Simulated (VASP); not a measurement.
# MgO in VASP: notebook

Runs on MgO. Level: LDA. Tasks: single point.

Everything below comes from runs of VASP 6.6.1. Logs are shortened: lines on timing, memory, paths and dates and some standing lists are left out, and cuts for length are marked.

### 1 The cell of the first run

It takes space group I4/mmm (No. 139, tetragonal). The conventional cell has a = 2.941 Å, b = 2.941 Å, c = 4.180 Å, α = 90.00°, β = 90.00°, γ = 90.00°. Mg (site symmetry 4/mmm) has 6 O at 2.08 to 2.09 Å within 2.8 Å. O (site symmetry 4/mmm) has 6 Mg at 2.08 to 2.09 Å within 2.8 Å.

### 2 Single point, LDA (z stretched by +0.5 %, x and y held)

File INCAR:

```
ALGO = Normal ; EDIFF = 1E-6
ENCUT = 520 ; GGA = CA
ISIF = 2 ; ISMEAR = 0
LASPH = True ; LCHARG = False
LREAL = False ; LWAVE = False
NBANDS = 11 ; NELM = 60
PREC = Accurate ; SIGMA = 0.01
```

File KPOINTS:

```
k-points
0
Gamma
  10 10 10
```

File POSCAR:

```
MgO
1.0
    0.0000000000      2.0795922133      2.0899901744
    2.0795922133      0.0000000000      2.0899901744
    2.0795922133      2.0795922133      0.0000000000
Mg O
1 1
Direct
    0.0000000000      0.0000000000      0.0000000000
    0.5000000000      0.5000000000      0.5000000000
```

Potentials or basis: VASP PAW LDA potentials, release 64 (Mg, O).

On the command line:

```sh
$ cat potpaw_LDA.64/Mg/POTCAR potpaw_LDA.64/O/POTCAR > POTCAR
$ mpirun -np 1 vasp_std > vasp.out
```

OUTCAR:

```text
EDIFF = 1E-6
   ENCUT = 520
   GGA = CA
   ISIF = 2
   ISMEAR = 0
   LASPH = True
   LREAL = False
   NELM = 60
   PREC = Accurate

 ion  position               nearest neighbor table
   1  0.000  0.000  0.000-   2 2.08   2 2.08   2 2.08   2 2.08   2 2.09   2 2.09
   2  0.500  0.500  0.500-   1 2.08   1 2.08   1 2.08   1 2.08   1 2.09   1 2.09

  LATTYP: Found a body centered tetragonal cell.
 ALAT       =     2.9409875123
 C/A-ratio  =     1.4212846302

  Lattice vectors:

 A1 = (  -2.0795922133,   0.0000000000,   2.0899901744)
 A2 = (   2.0795922133,   0.0000000000,   2.0899901744)
 A3 = (   0.0000000000,   2.0795922133,  -2.0899901744)

Analysis of symmetry for initial positions (statically):
=====================================================================
 Subroutine PRICEL returns:
 Original cell was already a primitive cell.

 Routine SETGRP: Setting up the symmetry group for a
 body centered tetragonal supercell.

 Subroutine GETGRP returns: Found 16 space group operations
 (whereof 16 operations were pure point group operations)
 out of a pool of 16 trial point group operations.

The static configuration has the point symmetry D_4h.

Analysis of symmetry for dynamics (positions and initial velocities):
=====================================================================
 Subroutine PRICEL returns:
 Original cell was already a primitive cell.

 Routine SETGRP: Setting up the symmetry group for a
 body centered tetragonal supercell.

 Subroutine GETGRP returns: Found 16 space group operations
 (whereof 16 operations were pure point group operations)
 out of a pool of 16 trial point group operations.

The dynamic configuration has the point symmetry D_4h.

 Subroutine INISYM returns: Found 16 space group operations
 (whereof 16 operations are pure point group operations),
 and found     1 'primitive' translations

----------------------------------------------------------------------------------------

                                     Primitive cell

  volume of cell :      18.0772

  direct lattice vectors                    reciprocal lattice vectors
     0.000000000  2.079592213  2.089990174    -0.240431752  0.240431752  0.239235574
     2.079592213  0.000000000  2.089990174     0.240431752 -0.240431752  0.239235574
     2.079592213  2.079592213  0.000000000     0.240431752  0.240431752 -0.239235574

  length of vectors
     2.948349149  2.948349149  2.940987512     0.415750544  0.415750544  0.415750544

  position of ions in fractional coordinates (direct lattice)
[... 89 lines left out ...]
   PSTRESS=    0.0 pullay stress
   NELECT =       8.0000    total number of electrons
   NUPDOWN=      -1.0000    fix difference up-down
   EMIN   =  10.00;   EMAX   =-10.00  energy-range for DOS
   EFERMI =   0.00;   METHOD = LEGACY
   ISMEAR =     0;   SIGMA  =   0.01  broadening in eV -4-tet -1-fermi 0-gaus
   EFERMI_NEDOS =   21; number of points for ismear=-14 and -15
   IALGO  =     38    algorithm
   IMIX   =      4    mixing-type and parameters
     AMIX     =   0.40;   BMIX     =  1.00
     AMIX_MAG =   1.60;   BMIX_MAG =  1.00
  volume/ion in A,a.u.               =       9.04        61.00
  Fermi-wavevector in a.u.,A,eV,Ry     =   1.247560  2.357546 21.176174  1.556405
  Thomas-Fermi vector in A             =   2.381686
   LORBIT       =      0    0 simple, 1 ext, 2 COOP (PROOUT), +10 PAW based schemes
   GGA     = CA    functional components
   LHFCALC =     F    Hartree Fock is set to
   AEXX    =    0.0000 exact exchange contribution
   IVDW    =     0    specifies the selected vdW correction
   LEPSILON=     F    determine dielectric tensor
   LRPA    =     F    only Hartree local field effects (RPA)
 non-spin polarized calculation
 Gauss-broadening in eV      SIGMA  =   0.01
  energy-cutoff  :      520.00
  volume of cell :       18.08
 maximum number of plane-waves:       531
 NGX is ok and might be reduce to    24
   NGX = 11   NGY = 11   NGZ = 11

 number of electron       8.0000001 magnetization

 Free energy of the ion-electron system (eV)
  ---------------------------------------------------
  ext. energy  EPLUGINS =         0.00000000
  ---------------------------------------------------
  free energy    TOTEN  =       -13.44349007 eV

  energy without entropy =      -13.44349007  energy(sigma->0) =      -13.44349007

 E-fermi :   3.2647     XC(G=0): -11.7516

 val. band max:        3.1419835290   @ k =   0.0000   0.0000   0.0000
 cond. band min:       8.1188616435   @ k =   0.0000   0.0000   0.0000
 fundamental gap:      4.9768781145
 Fermi energy:         3.2647067998

 k-point     1 :       0.0000    0.0000    0.0000
  band No.  band energies     occupation
      1     -14.0435      2.00000
      2       3.1315      2.00000
      3       3.1315      2.00000
      4       3.1420      2.00000
      5       8.1189      0.00000
      6      18.8027      0.00000
      7      18.8573      0.00000
      8      18.8573      0.00000
      9      22.9506      0.00000
     10      24.5521      0.00000
     11      24.7183      0.00000
[... 309 lines left out ...]
 k-point    24 :       0.4000    0.3000    0.0000
  band No.  band energies     occupation
      1     -12.6724      2.00000
      2      -0.6069      2.00000
      3       1.7641      2.00000
      4       2.0015      2.00000
      5      12.8169      0.00000
      6      13.2611      0.00000
      7      16.7606      0.00000
      8      21.4647      0.00000
      9      21.6727      0.00000
     10      28.1506      0.00000
     11      30.4367      0.00000

 [... further k-points ...]

------------------------ aborting loop because EDIFF is reached ----------------------------------------

  FORCE on cell =-STRESS in cart. coord.  units (eV):
  Direction    XX          YY          ZZ          XY          YZ          ZX
  --------------------------------------------------------------------------------------
  -------------------------------------------------------------------------------------
  Total       -0.2432916     -0.2432916     -0.3691580      0.0000000     -0.0000000     -0.0000000
  in kB      -21.5628923    -21.5628923    -32.7184124      0.0000000     -0.0000000     -0.0000000
  external PRESSURE =     -25.2813990 kB  Pullay stress =       0.0000000 kB

 VOLUME and BASIS-vectors are now :
 -----------------------------------------------------------------------------
  energy-cutoff  :      520.00
  volume of cell :       18.08
      direct lattice vectors                 reciprocal lattice vectors
     0.000000000  2.079592213  2.089990174    -0.240431752  0.240431752  0.239235574
     2.079592213  0.000000000  2.089990174     0.240431752 -0.240431752  0.239235574
     2.079592213  2.079592213  0.000000000     0.240431752  0.240431752 -0.239235574

 POSITION                                       TOTAL-FORCE (eV/Angst)
 -----------------------------------------------------------------------------------
      0.00000      0.00000      0.00000         0.000000      0.000000     -0.000000
      2.07959      2.07959      2.08999         0.000000      0.000000      0.000000
 -----------------------------------------------------------------------------------
    total drift:                               -0.000000     -0.000000      0.000000

  FREE ENERGIE OF THE ION-ELECTRON SYSTEM (eV)
  ---------------------------------------------------
  free  energy   TOTEN  =       -13.4434900662 eV

  energy  without entropy=      -13.4434900662  energy(sigma->0) =      -13.44349007
```

OSZICAR:

```text
N       E                     dE             d eps       ncg     rms          rms(c)
DAV:   1     0.111363417933E+02    0.11136E+02   -0.45939E+03  2524   0.645E+02
DAV:   2    -0.145228562784E+02   -0.25659E+02   -0.25117E+02  2637   0.132E+02
DAV:   3    -0.150236941031E+02   -0.50084E+00   -0.50049E+00  2685   0.163E+01
DAV:   4    -0.150247320501E+02   -0.10379E-02   -0.10379E-02  2448   0.859E-01
DAV:   5    -0.150247350464E+02   -0.29963E-05   -0.29963E-05  2661   0.429E-02    0.708E+00
DAV:   6    -0.135042109440E+02    0.15205E+01   -0.85775E+00  2346   0.161E+01    0.219E+00
DAV:   7    -0.134675270164E+02    0.36684E-01   -0.66304E-02  2484   0.218E+00    0.129E+00
DAV:   8    -0.134440273829E+02    0.23500E-01   -0.29586E-02  2382   0.176E+00    0.235E-01
DAV:   9    -0.134436358498E+02    0.39153E-03   -0.50178E-04  2610   0.162E-01    0.135E-01
DAV:  10    -0.134434905285E+02    0.14532E-03   -0.41298E-04  2397   0.163E-01    0.553E-03
DAV:  11    -0.134434900662E+02    0.46231E-06   -0.48901E-06  2562   0.128E-02
   1 F= -.13443490E+02 E0= -.13443490E+02  d E =-.219952E-70
```

Wall time 19 s (1 thread of Intel Xeon 8259CL, shared host); peak memory 0.14 GiB.

What came out:

```yaml
Free_energy: -13.4435 eV
Pressure: -2.5 GPa
Band_gap_on_the_k_mesh: 4.98 eV, direct
```

Stress tensor (GPa, compression positive):
```
-2.16  0.00  0.00
 0.00 -2.16  0.00
 0.00  0.00 -3.27
```

Caveat: the cell differs from its parent crystal (z stretched by +0.5 %, x and y held).

### 3 Single point, LDA (equal xy, yz and zx engineering shears of -0.5 %)

File INCAR:

```
ALGO = Normal
EDIFF = 1E-6
ENCUT = 520
ISIF = 2
ISMEAR = 0
LASPH = T
LCHARG = F
LREAL = F
LWAVE = F
NBANDS = 11
NELM = 60
PREC = Accurate
SIGMA = 0.01
```

KPOINTS is that of step 2.

File POSCAR:

```
MgO
1.0
   -0.0103979611      2.0743932328      2.0743932328
    2.0743932328     -0.0103979611      2.0743932328
    2.0743932328      2.0743932328     -0.0103979611
Mg O
1 1
Direct
    0.0000000000      0.0000000000      0.0000000000
    0.5000000000      0.5000000000      0.5000000000
```

Potentials or basis: VASP PAW LDA potentials, release 64 (Mg, O).

On the command line:

```sh
$ cat potpaw_LDA.64/Mg/POTCAR potpaw_LDA.64/O/POTCAR > POTCAR
$ mpirun -np 1 vasp_std > vasp.out
```

Wall time 21 s (1 thread of Intel Xeon 8259CL, shared host); peak memory 0.15 GiB.

The run converged. Its results:

* Free energy: -13.4441 eV
* Pressure: -1.7 GPa
* Band gap on the k mesh: 5.00 eV, direct

Stress tensor (GPa, compression positive):
```
-1.68  0.77  0.77
 0.77 -1.68  0.77
 0.77  0.77 -1.68
```

Levels at points of the mesh, in eV from the valence-band top:
```tsv
k point	band 2	band 3	band 4	band 5	band 6	band 7
(0.00, 0.00, 0.00)	-0.06	-0.06	0.00	5.00	15.62	15.62
(0.50, 0.00, 0.00)	-4.92	-0.76	-0.72	7.95	12.76	16.33
(0.50, 0.50, 0.00)	-4.35	-1.50	-1.43	8.88	10.08	13.26
(0.50, 0.50, 0.50)	-4.88	-0.78	-0.78	7.88	12.87	16.24
```

Caveat: the cell differs from its parent crystal (equal xy, yz and zx engineering shears of -0.5 %).

### 4 Single point, LDA (equal xy, yz and zx engineering shears of +0.5 %)

File INCAR:

```
PREC = Accurate ; ENCUT = 520
EDIFF = 1E-6 ; ISMEAR = 0
SIGMA = 0.01 ; LREAL = F
LASPH = T ; NELM = 60
ALGO = Normal ; ISIF = 2
LWAVE = F ; LCHARG = T
GGA = CA ; LELF = T
LVHAR = T ; NBANDS = 11
```

File KPOINTS:

```
Automatic mesh
0
Gamma
  10 10 10
```

File POSCAR:

```
MgO
1.0
    0.0103979611      2.0847911938      2.0847911938
    2.0847911938      0.0103979611      2.0847911938
    2.0847911938      2.0847911938      0.0103979611
Mg O
1 1
Direct
    0.0000000000      0.0000000000      0.0000000000
    0.5000000000      0.5000000000      0.5000000000
```

On the command line:

```sh
$ cat potpaw_LDA.64/Mg/POTCAR potpaw_LDA.64/O/POTCAR > POTCAR
$ mpirun -np 1 vasp_std > vasp.out
```

Wall time 24 s (1 thread of Intel Xeon 8259CL, shared host); peak memory 0.15 GiB.

The run converged. Its results:

```
Free energy            : -13.4441 eV
Pressure               : -1.7 GPa
Band gap on the k mesh : 5.01 eV, direct
```

Stress tensor (GPa, compression positive):
```
-1.68 -0.78 -0.78
-0.78 -1.68 -0.78
-0.78 -0.78 -1.68
```

Levels at points of the mesh, in eV from the valence-band top:
```csv
k point,band 1,band 2,band 3,band 4,band 5,band 6,band 7,band 8
"(0.00, 0.00, 0.00)",-17.23,-0.06,0.00,0.00,5.01,15.56,15.79,15.79
"(0.50, 0.00, 0.00)",-15.76,-4.88,-0.76,-0.72,7.93,12.84,16.28,16.38
"(0.50, 0.50, 0.00)",-15.49,-4.33,-1.48,-1.42,8.90,10.10,13.27,19.14
"(0.50, 0.50, 0.50)",-15.79,-4.92,-0.70,-0.70,8.01,12.73,16.48,16.48
```

Caveat: the cell differs from its parent crystal (equal xy, yz and zx engineering shears of +0.5 %).

### 5 The runs side by side

```csv
cell,gap on the mesh (eV),pressure (GPa)
"a = 2.948, b = 2.948, c = 2.941 Å, angles 60.1, 60.1, 59.8°, 2 atoms",4.98,-2.5
"a = 2.934 Å, angles 60.3°, 2 atoms",5.00,-1.7
"a = 2.948 Å, angles 59.7°, 2 atoms",5.01,-1.7
```

Alike in all rows: task single point; level LDA; potentials or basis VASP PAW LDA potentials, release 64 (Mg, O); no spin polarisation; k mesh 10 × 10 × 10; cutoff (eV) 520; smearing gaussian 0.01 eV.

Absolute energies hang on the potentials; compare differences alone.
